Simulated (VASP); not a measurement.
# Rh16Se in VASP: single point with PBE+D3(BJ)

Aim: the single point of Rh16Se with PBE+D3(BJ).

Everything below comes from runs of VASP 6.6.1. Logs are shortened: lines on timing, memory, paths and dates and some standing lists are left out, and cuts for length are marked.

### 1 The cell of the first run

The cell holds a slab with vacuum, 17 atoms: a = 7.600 Å, b = 5.374 Å, c = 17.031 Å, α = 90.00°, β = 90.00°, γ = 90.00°.

### 2 Single point, PBE+D3(BJ)

INCAR reads:

```
SYSTEM = Rh16Se
PREC = Accurate ; ENCUT = 400
EDIFF = 1E-6 ; ISMEAR = 0
SIGMA = 0.05 ; LREAL = .FALSE.
LASPH = .TRUE. ; NELM = 120
ALGO = Normal ; ISIF = 2
LWAVE = .FALSE. ; LCHARG = .TRUE.
GGA = PE ; IVDW = 12
LELF = .TRUE. ; LVHAR = .TRUE.
NBANDS = 137 ; GGA_COMPAT = .FALSE.
NELMDL = -8
```

KPOINTS reads:

```
regular mesh
0
G
  2 3 1
  0 0 0
```

POSCAR reads:

```
Rh16Se
1.0
    7.6000000000      0.0000000000      0.0000000000
    0.0000000000      5.3740120000      0.0000000000
    0.0000000000      0.0000000000     17.0305090000
Rh Se
16 1
Direct
    0.2500000000      0.2500000000      0.0587182098
    0.7500000000      0.2500000000      0.0587182098
    0.2500000000      0.7500000000      0.0587182098
    0.7500000000      0.7500000000      0.0587182098
    0.0006034211     -0.0029019288      0.1283890575
    0.4994014474     -0.0029009984      0.1284194148
    0.0017397368      0.4975856027      0.1308632056
    0.4982531579      0.4975856027      0.1308373696
    0.2500082895      0.2481261672      0.2095954971
    0.7500009211      0.2439905233      0.2135225083
    0.2500027632      0.7461866479      0.2169568156
    0.7499964474      0.7437060059      0.2105545994
   -0.0065226316     -0.0102392775      0.2870817308
    0.5065007895     -0.0102096906      0.2870938854
   -0.0058003947      0.4950011276      0.2871823150
    0.5058244737      0.4950323892      0.2871705714
    0.2499575000      1.1863674662      0.3528168183
```

Potentials or basis: VASP PAW PBE potentials, release 64 (Rh_pv, Se).

Command:

```
cat potpaw_PBE.64/Rh_pv/POTCAR potpaw_PBE.64/Se/POTCAR > POTCAR
mpirun -np 1 vasp_std > vasp.out
```

OUTCAR:

```text
SYSTEM = Rh16Se
   PREC = Accurate
   ENCUT = 400
   EDIFF = 1E-6
   ISMEAR = 0
   LREAL = .FALSE.
   LASPH = .TRUE.
   NELM = 120
   ISIF = 2
   GGA = PE
   IVDW = 12
   NELMDL = -8
 IVDW          = 12

 ion  position               nearest neighbor table
   1  0.250  0.250  0.059-   9 2.57   8 2.62   7 2.62   5 2.62   6 2.62   3 2.69   3 2.69
   2  0.750  0.250  0.059-   5 2.62   6 2.62   8 2.63   7 2.63  10 2.64   4 2.69   4 2.69
   3  0.250  0.750  0.059-   5 2.60   6 2.60   8 2.63   7 2.63   1 2.69   1 2.69  11 2.69
   4  0.750  0.750  0.059-  12 2.59   5 2.61   6 2.61   8 2.65   7 2.65   2 2.69   2 2.69
   5  0.001  0.997  0.128-   3 2.60   4 2.61   1 2.62   2 2.62   7 2.68   7 2.69  13 2.70   9 2.71
                            12 2.73  10 2.74  11 2.77
   6  0.499  0.997  0.128-   3 2.60   4 2.61   1 2.62   2 2.62   8 2.68   8 2.69  14 2.70   9 2.71
                            12 2.73  10 2.74  11 2.77
   7  0.002  0.498  0.131-   1 2.62   3 2.63   2 2.63   4 2.65  15 2.66   9 2.67   5 2.68   5 2.69
                            12 2.69  11 2.74  10 2.74
   8  0.498  0.498  0.131-   1 2.62   3 2.63   2 2.63   4 2.65  16 2.66   9 2.68   6 2.68   6 2.69
                            12 2.69  11 2.74  10 2.74
   9  0.250  0.248  0.210-  17 2.46   1 2.57   7 2.67   8 2.68  11 2.68  15 2.70  16 2.70  11 2.70
                             6 2.71   5 2.71  14 2.73  13 2.73
  10  0.750  0.244  0.214-  16 2.61  15 2.61  13 2.62  14 2.62   2 2.64  12 2.69  12 2.69   6 2.74
                             5 2.74   7 2.74   8 2.74
  11  0.250  0.746  0.217-  13 2.63  14 2.63  16 2.65  15 2.65   9 2.68   3 2.69   9 2.70   7 2.74
                             8 2.74   6 2.77   5 2.77
  12  0.750  0.744  0.211-   4 2.59  13 2.62  14 2.62  16 2.63  15 2.63  10 2.69  10 2.69   7 2.69
                             8 2.69   6 2.73   5 2.73
  13  0.993  0.990  0.287-  17 2.48  10 2.62  12 2.62  11 2.63  15 2.66   5 2.70  15 2.72   9 2.73

  14  0.507  0.990  0.287-  17 2.48  10 2.62  12 2.62  11 2.63  16 2.66   6 2.70  16 2.72   9 2.73

  15  0.994  0.495  0.287-  10 2.61  12 2.63  11 2.65  13 2.66   7 2.66   9 2.70  13 2.72  17 2.79

  16  0.506  0.495  0.287-  10 2.61  12 2.63  11 2.65  14 2.66   8 2.66   9 2.70  14 2.72  17 2.79

  17  0.250  0.186  0.353-   9 2.46  13 2.48  14 2.48  15 2.79  16 2.79

  LATTYP: Found a simple orthorhombic cell.
 ALAT       =     5.3740120000
 B/A-ratio  =     1.4142134405
 C/A-ratio  =     3.1690493062

  Lattice vectors:

 A1 = (   0.0000000000,  -5.3740120000,   0.0000000000)
 A2 = (   7.6000000000,   0.0000000000,   0.0000000000)
 A3 = (   0.0000000000,   0.0000000000,  17.0305090000)

Analysis of symmetry for initial positions (statically):
=====================================================================
 Subroutine PRICEL returns:
 Original cell was already a primitive cell.

 Routine SETGRP: Setting up the symmetry group for a
 simple orthorhombic supercell.

 Subroutine GETGRP returns: Found  1 space group operations
 (whereof  1 operations were pure point group operations)
 out of a pool of  8 trial point group operations.

The static configuration has the point symmetry C_1 .

Analysis of symmetry for dynamics (positions and initial velocities):
=====================================================================
 Subroutine PRICEL returns:
 Original cell was already a primitive cell.

 Routine SETGRP: Setting up the symmetry group for a
 simple orthorhombic supercell.

 Subroutine GETGRP returns: Found  1 space group operations
 (whereof  1 operations were pure point group operations)
 out of a pool of  8 trial point group operations.

The dynamic configuration has the point symmetry C_1 .

 Subroutine INISYM returns: Found  1 space group operations
 (whereof  1 operations are pure point group operations),
 and found     1 'primitive' translations

----------------------------------------------------------------------------------------

                                     Primitive cell

  volume of cell :     695.5684

  direct lattice vectors                    reciprocal lattice vectors
     7.600000000  0.000000000  0.000000000     0.131578947  0.000000000  0.000000000
     0.000000000  5.374012000  0.000000000     0.000000000  0.186080716  0.000000000
     0.000000000  0.000000000 17.030509000     0.000000000  0.000000000  0.058718151

  length of vectors
     7.600000000  5.374012000 17.030509000     0.131578947  0.186080716  0.058718151

  position of ions in fractional coordinates (direct lattice)
     0.250000000  0.250000000  0.058718210
     0.750000000  0.250000000  0.058718210
     0.250000000  0.750000000  0.058718210
     0.750000000  0.750000000  0.058718210
     0.000603421  0.997098071  0.128389058
     0.499401447  0.997099002  0.128419415
[... 9 lines left out ...]
     0.505824474  0.495032389  0.287170571
     0.249957500  0.186367466  0.352816818

  ion indices of the primitive-cell ions
   primitive index   ion index
                 1           1
                 2           2
                 3           3
                 4           4
                 5           5
                 6           6
[... 9 lines left out ...]
                16          16
                17          17

----------------------------------------------------------------------------------------

 KPOINTS: regular mesh

Automatic generation of k-mesh.
 Grid dimensions read from file:
 generate k-points for:    2    3    1

 Generating k-lattice:

  Cartesian coordinates                     Fractional coordinates (reciprocal lattice)
     0.065789474  0.000000000  0.000000000     0.500000000  0.000000000  0.000000000
     0.000000000  0.062026905  0.000000000     0.000000000  0.333333333  0.000000000
     0.000000000  0.000000000  0.058718151     0.000000000  0.000000000  1.000000000

  Length of vectors
     0.065789474  0.062026905  0.058718151

  Shift w.r.t. Gamma in fractional coordinates (k-lattice)
     0.000000000  0.000000000  0.000000000

 Subroutine IBZKPT returns following result:
 ===========================================

 Found      4 irreducible k-points:

 Following reciprocal coordinates:
            Coordinates               Weight
  0.000000  0.000000  0.000000      1.000000
  0.500000  0.000000  0.000000      1.000000
  0.000000  0.333333  0.000000      2.000000
  0.500000  0.333333  0.000000      2.000000
   k-points           NKPTS =      4   k-points in BZ     NKDIM =      4   number of bands    NBANDS=    137
   number of dos      NEDOS =    301   number of ions     NIONS =     17
   total plane-waves  NPLWV = 201600
   dimension x,y,z NGX =    50 NGY =   36 NGZ =  112
   dimension x,y,z NGXF=   100 NGYF=   72 NGZF=  224
   ions per type =              16   1
   NGX,Y,Z   is equivalent  to a cutoff of  10.94, 11.14, 10.93 a.u.
   NGXF,Y,Z  is equivalent  to a cutoff of  21.87, 22.27, 21.87 a.u.
 SYSTEM =  Rh16Se
   PREC   = accura    normal or accurate (medium, high low for compatibility)
   ISTART =      0    job   : 0-new  1-cont  2-samecut
   ICHARG =      2    charge: 1-file 2-atom 10-const
   ISPIN  =      1    spin polarized calculation?
   LNONCOLLINEAR =      F non collinear calculations
   LSORBIT =      F    spin-orbit coupling
   LASPH  =      T    aspherical Exc in radial PAW
   ENCUT  =  400.0 eV  29.40 Ry    5.42 a.u.  12.39  8.76 27.77*2*pi/ulx,y,z
   NELM   =    120;   NELMIN=  2; NELMDL= -8     # of ELM steps
   EDIFF  = 0.1E-05   stopping-criterion for ELM
   LREAL  =      F    real-space projection
   EDIFFG = 0.1E-04   stopping-criterion for IOM
   NSW    =      0    number of steps for IOM
   IBRION =     -1    ionic relax: 0-MD 1-quasi-New 2-CG
   NFREE  =      0    steps in history (QN), initial steepest desc. (CG)
   ISIF   =      2    stress and relaxation
   ISYM   =      2    0-nonsym 1-usesym 2-fastsym
   POTIM  = 0.5000    time-step for ionic-motion
   TEBEG  =    0.0;   TEEND  =   0.0 temperature during run
   PSTRESS=    0.0 pullay stress
   NELECT =     246.0000    total number of electrons
   NUPDOWN=      -1.0000    fix difference up-down
   EMIN   =  10.00;   EMAX   =-10.00  energy-range for DOS
   EFERMI =   0.00;   METHOD = LEGACY
   ISMEAR =     0;   SIGMA  =   0.05  broadening in eV -4-tet -1-fermi 0-gaus
   EFERMI_NEDOS =   21; number of points for ismear=-14 and -15
   IALGO  =     38    algorithm
   IMIX   =      4    mixing-type and parameters
     AMIX     =   0.40;   BMIX     =  1.00
     AMIX_MAG =   1.60;   BMIX_MAG =  1.00
  volume/ion in A,a.u.               =      40.92       276.11
  Fermi-wavevector in a.u.,A,eV,Ry     =   1.157728  2.187789 18.236357  1.340334
  Thomas-Fermi vector in A             =   2.294337
   LORBIT       =      0    0 simple, 1 ext, 2 COOP (PROOUT), +10 PAW based schemes
   GGA     = PE    functional components
   LHFCALC =     F    Hartree Fock is set to
   AEXX    =    0.0000 exact exchange contribution
   IVDW    =    12    specifies the selected vdW correction
   LEPSILON=     F    determine dielectric tensor
   LRPA    =     F    only Hartree local field effects (RPA)
 non-spin polarized calculation
 Gauss-broadening in eV      SIGMA  =   0.05
  energy-cutoff  :      400.00
  volume of cell :      695.57
 maximum number of plane-waves:     12675
 NGX is ok and might be reduce to    50
   NGX = 25   NGY = 17   NGZ = 55

 number of electron     245.9999936 magnetization

 Free energy of the ion-electron system (eV)
  ---------------------------------------------------
  ext. energy  EPLUGINS =         0.00000000
  ---------------------------------------------------
  free energy    TOTEN  =      -109.12995305 eV

  energy without entropy =     -109.06878768  energy(sigma->0) =     -109.09937036

 E-fermi :   0.8070     XC(G=0):  -5.8664

 val. band max:        0.8039151349   @ k =   0.0000   0.3333   0.0000
 cond. band min:       0.8179253503   @ k =   0.5000   0.0000   0.0000
 fundamental gap:      0.0140102154
 Fermi energy:         0.8069826996

 k-point     1 :       0.0000    0.0000    0.0000
  band No.  band energies     occupation
      1     -46.1751      2.00000
      2     -46.1621      2.00000
      3     -46.1526      2.00000
      4     -46.0838      2.00000
      5     -46.0795      2.00000
      6     -46.0502      2.00000
[... 541 lines left out ...]
    134       1.2839      0.00000
    135       1.3507      0.00000
 [bands above 135 left out]

------------------------ aborting loop because EDIFF is reached ----------------------------------------

 Edisp (eV)   -6.67032

 E8    (eV) :    -3.1334

  FORCE on cell =-STRESS in cart. coord.  units (eV):
  Direction    XX          YY          ZZ          XY          YZ          ZX
  --------------------------------------------------------------------------------------
  -------------------------------------------------------------------------------------
  Total     -13.79549   -12.75677    -2.07992     0.00290     1.66128     0.00035
  in kB     -31.77664   -29.38404    -4.79090     0.00667     3.82659     0.00080
  external pressure =      -21.98 kB  Pullay stress =        0.00 kB

 VOLUME and BASIS-vectors are now :
 -----------------------------------------------------------------------------
  energy-cutoff  :      400.00
  volume of cell :      695.57
      direct lattice vectors                 reciprocal lattice vectors
     7.600000000  0.000000000  0.000000000     0.131578947  0.000000000  0.000000000
     0.000000000  5.374012000  0.000000000     0.000000000  0.186080716  0.000000000
     0.000000000  0.000000000 17.030509000     0.000000000  0.000000000  0.058718151

 POSITION                                       TOTAL-FORCE (eV/Angst)
 -----------------------------------------------------------------------------------
      1.90000      1.34350      1.00000         0.000004     -0.125649     -0.485130
      5.70000      1.34350      1.00000         0.000073     -0.065687      0.239723
      1.90000      4.03051      1.00000         0.000046     -0.042203      0.298908
      5.70000      4.03051      1.00000        -0.000118     -0.081237     -0.017408
      0.00459      5.35842      2.18653        -0.019108     -0.003315      0.008935
      3.79545      5.35842      2.18705         0.018932     -0.003466      0.007743
[... 9 lines left out ...]
      3.84427      2.66031      4.89066        -0.066834      0.000573      0.001619
      1.89968      1.00154      6.00865         0.000334      0.358559      0.029616
 -----------------------------------------------------------------------------------
    total drift:                               -0.000011     -0.006300      0.000785

  FREE ENERGIE OF THE ION-ELECTRON SYSTEM (eV)
  ---------------------------------------------------
  free  energy   TOTEN  =      -115.8002682195 eV

  energy  without entropy=     -115.7391028480  energy(sigma->0) =     -115.76968553
```

It took 21 min on 1 thread of Intel Xeon Platinum 8259CL at 2.50GHz (Skylake/Cascade Lake), shared host; peak memory 0.54 GiB.

Results:

| Quantity | Value |
| --- | --- |
| Free energy | -115.8003 eV |
| Largest force | 0.501 eV/Å |
| Band gap on the k mesh | zero (bands 123 and 124 overlap by 0.34 eV) |
| Dispersion energy per atom | -0.392 eV |

Forces on the atoms (eV/Å):
```
Rh   0.000 -0.126 -0.485
Rh   0.000 -0.066  0.240
Rh   0.000 -0.042  0.299
Rh   0.000 -0.081 -0.017
Rh  -0.019 -0.003  0.009
Rh   0.019 -0.003  0.008
Rh  -0.032  0.002 -0.038
Rh   0.032  0.002 -0.037
Rh   0.000 -0.015 -0.090
Rh   0.000  0.002  0.059
Rh   0.000 -0.013 -0.008
Rh   0.000 -0.001  0.060
Rh   0.064 -0.008 -0.016
Rh  -0.063 -0.008 -0.016
Rh   0.066  0.001  0.002
Rh  -0.067  0.001  0.002
Se   0.000  0.359  0.030
```

Caveat: the k points lie up to 0.41 Å⁻¹ apart; there is no dipole correction, which matters where the two faces differ.
